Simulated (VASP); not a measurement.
Write the native input for VASP 6.6.1 that does the following.

- Task: single point
- Functional: PBE
- Potentials or basis: VASP PAW PBE potentials, release 64 (Ca_sv, Dy_3), 4f in core
- Cutoff: 500 eV
- k mesh: 8 × 8 × 4
- Occupations: gaussian, width 0.1 eV
- Spin: no spin polarisation
- Dipole correction: no
- Mended: yes
- Further INCAR settings: ALGO = Normal; EDIFF = 1e-06; NBANDS = 32

The structure of Ca4Dy lies in POSCAR:

```
Ca4Dy
1.0
    4.5345054079      0.0000000000      0.0000000000
    0.0000000000      4.5345054079      0.0000000000
    0.0000000000      0.0000000000      8.7290190722
Ca Dy
4 1
Direct
    0.0000000000      0.5000000000      0.5000000000
    0.5000000000      0.0000000000      0.5000000000
    0.0000000000      0.0000000000      0.1900914024
    0.0000000000      0.0000000000      0.8099085976
    0.5000000000      0.5000000000      0.0000000000
```

These files were run (other wordings do the same):

INCAR

```
SYSTEM = Ca4Dy
PREC     = Accurate       ! precision mode
ENCUT    = 500            ! plane-wave cutoff, eV
EDIFF    = 1E-6           ! SCF threshold, eV
ISMEAR   = 0              ! smearing method
SIGMA    = 0.1            ! smearing width, eV
LREAL    = .FALSE.        ! projectors in reciprocal space
LASPH    = .TRUE.         ! aspherical terms in the spheres
NELM     = 200            ! most SCF steps
ALGO     = Normal         ! electronic algorithm
ISIF     = 2              ! what is computed and relaxed
LWAVE    = .FALSE.        ! write WAVECAR
LCHARG   = .TRUE.         ! write CHGCAR
GGA      = PE             ! functional
LELF     = .TRUE.         ! ELF
LVHAR    = .TRUE.       
NBANDS   = 32             ! bands
GGA_COMPAT= .FALSE.      
LMAXMIX  = 6              ! l up to which the mixer works
```

KPOINTS

```
Automatic mesh
0
G
  8 8 4
  0 0 0
```

Potentials or basis: VASP PAW PBE potentials, release 64 (Ca_sv, Dy_3), 4f in core.

Command:

```bash
$ cat potpaw_PBE.64/Ca_sv/POTCAR potpaw_PBE.64/Dy_3/POTCAR > POTCAR
$ mpirun -np 1 vasp_std > vasp.out
```

Results of the run:

```yaml
Pressure: 2.7 GPa
Largest_force: 0.008 eV/Å
Band_gap_on_the_k_mesh: zero (an odd number of electrons rules out a gap without spin polarisation)
```

Caveat: spin-orbit coupling is left out, which moves the levels of the heavy elements; the 4f electrons are frozen in the core, so they carry no moment and show no levels.

Run time: 3.2 min on 1 thread of AMD EPYC 7R13 Processor (Zen 3), with other jobs on the host, peak memory 0.37 GiB.
